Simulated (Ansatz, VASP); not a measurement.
## Two plane-wave programs on CaO

File INCAR:

```
  PREC = Accurate
  ENCUT = 520
  EDIFF = 1E-6
  ISMEAR = 0
  SIGMA = 0.05
  LREAL = False
  LASPH = True
  NELM = 60
  ALGO = Normal
  ISIF = 2
  LWAVE = False
  LCHARG = False
  GGA = PE
  NBANDS = 24
```

Contents of KPOINTS:

```
regular mesh
0
Gamma
  9 9 6
```

POSCAR

```
CaO
1.0
    4.2051079406      0.0000000000      0.0000000000
   -2.1025539703      3.3871681346      0.0000000000
    0.0000000000      0.0000000000      4.6793913223
Ca O
2 2
Direct
    0.3333333333      0.6666666667      0.7500000000
    0.6666666667      0.3333333333      0.2500000000
    0.3333333333      0.6666666667      0.2500000000
    0.6666666667      0.3333333333      0.7500000000
```

Input for Ansatz:

```yaml
crystal:
  lattice:
    - [4.2051079406, 0.0, 0.0]
    - [-2.1025539703, 3.3871681346, 0.0]
    - [0.0, 0.0, 4.6793913223]
  atoms:
    - { symbol: Ca, position: [0.3333333333, 0.6666666667, 0.75] }
    - { symbol: Ca, position: [0.6666666667, 0.3333333333, 0.25] }
    - { symbol: O, position: [0.3333333333, 0.6666666667, 0.25] }
    - { symbol: O, position: [0.6666666667, 0.3333333333, 0.75] }
basis:
  ecutwfc: 520.0
kpoints:
  mp_grid: { grid: [9, 9, 6] }
hamiltonian:
  xc: pbe
scf:
  occupations: { method: gaussian, width: 0.05 }
output:
  forces: true
  stress: true
  eigenvalues: true
```

Change from the starting cell: strain +e along x and -e along y +0.0367, strain +e along z and -e/2 along x and y -0.0267.

Alike in both runs: task single point; functional PBE; k mesh 9 × 9 × 6; occupations gaussian, width 0.05 eV; no spin polarisation.

|  | VASP | Ansatz |
| --- | --- | --- |
| version | VASP 6.6.1 | Ansatz 0.2.0 |
| potentials or method | VASP PAW PBE potentials, release 64 (Ca_sv, O), cutoff 520 eV | scalar-relativistic, plane waves, PAW |
| valence electrons in the cell | 32 | 32 |

Ansatz gave:

* gap on the k mesh at the Fermi level (eV): 3.03
* least direct gap on the mesh (eV): 3.03
* pressure (GPa): 0.9
* traceless stress, the component that is largest in VASP (GPa): -4.41
* rms of the force components (eV/Å): 0.217

Question: Which values does VASP return?

Answer: gap on the k mesh at the Fermi level (eV): 3.01; least direct gap on the mesh (eV): 3.01; pressure (GPa): 1.4; traceless stress, the component that is largest in VASP (GPa): -4.57; rms of the force components (eV/Å): 0.228.

Atom by atom the forces differ by 0.012 eV/Å (rms over components).
